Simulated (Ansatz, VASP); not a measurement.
**One calculation of AgBr, two programs**

Contents of INCAR:

```
ALGO     = Normal         # electronic algorithm
EDIFF    = 1E-6           # SCF threshold, eV
ENCUT    = 500            # plane-wave cutoff, eV
GGA      = PE             # functional
GGA_COMPAT= False        
ISIF     = 2              # what is computed and relaxed
ISMEAR   = 0              # smearing method
LASPH    = True           # aspherical terms in the spheres
LCHARG   = False          # write CHGCAR
LREAL    = False          # projectors in reciprocal space
LWAVE    = False          # write WAVECAR
NBANDS   = 16             # bands
NELM     = 120            # most SCF steps
PREC     = Accurate       # precision mode
SIGMA    = 0.02           # smearing width, eV
```

File KPOINTS:

```
k-points
0
Gamma
  8 8 8
```

File POSCAR:

```
AgBr
1.0
    0.0000000000      2.7997811762      2.7997811762
    2.7997811762      0.0000000000      2.7997811762
    2.7997811762      2.7997811762      0.0000000000
Ag Br
1 1
Direct
    0.0000000000      0.0000000000      0.0000000000
    0.5000000000      0.5000000000      0.5000000000
```

Input for Ansatz:

```yaml
crystal:
  lattice:
    - [0.0, 2.7997811762, 2.7997811762]
    - [2.7997811762, 0.0, 2.7997811762]
    - [2.7997811762, 2.7997811762, 0.0]
  atoms:
    - { symbol: Ag, position: [0.0, 0.0, 0.0] }
    - { symbol: Br, position: [0.5, 0.5, 0.5] }
basis:
  ecutwfc: 420
kpoints:
  mp_grid: { grid: [8, 8, 8] }
hamiltonian:
  xc: pbe
scf:
  occupations: { method: gaussian, width: 0.02 }
output:
  forces: true
  stress: true
  eigenvalues: true
```

Alike in both runs: task single point; functional PBE; k mesh 8 × 8 × 8; occupations gaussian, width 0.02 eV; no spin polarisation.

|  | VASP | Ansatz |
| --- | --- | --- |
| version | VASP 6.6.1 | Ansatz 0.2.0 |
| potentials or method | VASP PAW PBE potentials, release 64 (Ag, Br), cutoff 500 eV | scalar-relativistic, plane waves, PAW |
| valence electrons in the cell | 18 | 26 |

```tsv
	VASP	Ansatz	Ansatz less VASP
gap on the k mesh at the Fermi level (eV)	0.67	0.67	+0.001
least direct gap on the mesh (eV)	2.88	2.89	+0.001
pressure (GPa)	6.8	6.9	+0.05
```

VASP's potentials hold 18 valence electrons a cell and Ansatz's 26, so a difference there can come from the potentials and not from the codes.
